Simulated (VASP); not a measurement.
Wanted: the native input for a VASP 6.6.1 run.

```yaml
Task: single point
Functional: PBE
Potentials_or_basis: VASP PAW PBE potentials, release 64 (Mg, Sn_d, N)
Cutoff: 520 eV
k_mesh: 5 × 5 × 2
Occupations: gaussian, width 0.2 eV
Spin: no spin polarisation
Dipole_correction: no
Further_INCAR_settings: ALGO = Normal; EDIFF = 1e-06; NBANDS = 36
```

The structure of Mg3Sn3N lies in POSCAR:

```
Mg3Sn3N
1.0
    3.1764443561      0.0000000000      0.0000000000
    0.0000000000      3.1764443561      0.0000000000
    0.0000000000      0.0000000000     14.8316031825
Mg Sn N
3 3 1
Direct
    0.5000000000      0.5000000000      0.1405707854
    0.5000000000      0.5000000000      0.8594292146
    0.0000000000      0.0000000000      0.0000000000
    0.0000000000      0.0000000000      0.7067189894
    0.0000000000      0.0000000000      0.2932810106
    0.5000000000      0.5000000000      0.5000000000
    0.5000000000      0.5000000000      0.0000000000
```

The input as run:

INCAR

```
SYSTEM = Mg3Sn3N
ALGO = Normal ; EDIFF = 1E-6
ENCUT = 520 ; GGA = PE
ISIF = 2 ; ISMEAR = 0
LASPH = .True. ; LCHARG = .False.
LREAL = .False. ; LWAVE = .False.
NBANDS = 36 ; NELM = 80
PREC = Accurate ; SIGMA = 0.2
```

KPOINTS

```
k-points
0
Gamma
  5 5 2
  0 0 0
```

Potentials or basis: VASP PAW PBE potentials, release 64 (Mg, Sn_d, N).

Run with:

```console
$ cat potpaw_PBE.64/Mg/POTCAR potpaw_PBE.64/Sn_d/POTCAR potpaw_PBE.64/N/POTCAR > POTCAR
$ mpirun -np 1 vasp_std > vasp.out
```

Results of the run:

| Item | Value |
| --- | --- |
| Pressure | 0.0 GPa |
| Largest force | 0.035 eV/Å |
| Band gap on the k mesh | zero (an odd number of electrons rules out a gap without spin polarisation) |

Caveat: the k points lie up to 0.40 Å⁻¹ apart, too coarse for converged energies and pressures of a metal; spin-orbit coupling is left out, which moves the levels of the heavy elements.

Wall time 100 s on 1 thread of Intel Xeon 8259CL, with other jobs on the host, peak memory 0.26 GiB.
